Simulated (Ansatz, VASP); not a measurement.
# MgH2: VASP beside Ansatz

File INCAR:

```
PREC = Accurate
ENCUT = 520
EDIFF = 1E-8
ISMEAR = -1
SIGMA = 0.05
LREAL = False
LASPH = True
NELM = 60
ALGO = Normal
ISIF = 2
LWAVE = False
LCHARG = False
GGA = PE
LEFG = True
NBANDS = 9
```

KPOINTS

```
regular mesh
0
Gamma
  14 14 14
```

POSCAR

```
MgH2
1.0
    0.0000000000      2.3787051980      2.3787051980
    2.3787051980      0.0000000000      2.3787051980
    2.3787051980      2.3787051980      0.0000000000
Mg H
1 2
Direct
    0.0000000000      0.0000000000      0.0000000000
    0.2500000000      0.2500000000      0.2500000000
    0.7500000000      0.7500000000      0.7500000000
```

Input for Ansatz:

```yaml
crystal:
  lattice:
    - [0.0, 2.378705198, 2.378705198]
    - [2.378705198, 0.0, 2.378705198]
    - [2.378705198, 2.378705198, 0.0]
  atoms:
    - { symbol: Mg, position: [0.0, 0.0, 0.0] }
    - { symbol: H, position: [0.25, 0.25, 0.25] }
    - { symbol: H, position: [0.75, 0.75, 0.75] }
kpoints:
  mp_grid: { grid: [14, 14, 14] }
  band_path:
    path:
      - [0.0, 0.0, 0.0]
      - [0.5, 0.0, 0.5]
      - [0.625, 0.25, 0.625]
      - [0.375, 0.375, 0.75]
      - [0.0, 0.0, 0.0]
      - [0.5, 0.5, 0.5]
      - [0.5, 0.25, 0.75]
      - [0.5, 0.0, 0.5]
    npoints: 8
scf:
  occupations: { method: fermi_dirac, width: 0.05 }
hamiltonian:
  xc: pbe
  pseudopotentials: { kind: all_electron, datasets: crystal }
output:
  forces: true
  stress: true
  eigenvalues: true
  efg: { contact_densities: true }
```

Alike in both runs: task electric field gradients; functional PBE; k mesh 14 × 14 × 14; occupations fermi-dirac, width 0.05 eV; no spin polarisation.

```csv
,VASP,Ansatz
version,VASP 6.6.1,Ansatz 0.2.0
potentials or method,"VASP PAW PBE potentials, release 64 (Mg, H), cutoff 520 eV","all-electron PAW with datasets made for the crystal, scalar-relativistic"
```

Ansatz gave:

```
pressure (GPa) : 0.0
```

Q: Which values does VASP return?

A: Pressure (GPa): -0.4.

Ansatz ran all-electron here, and VASP with PAW potentials.
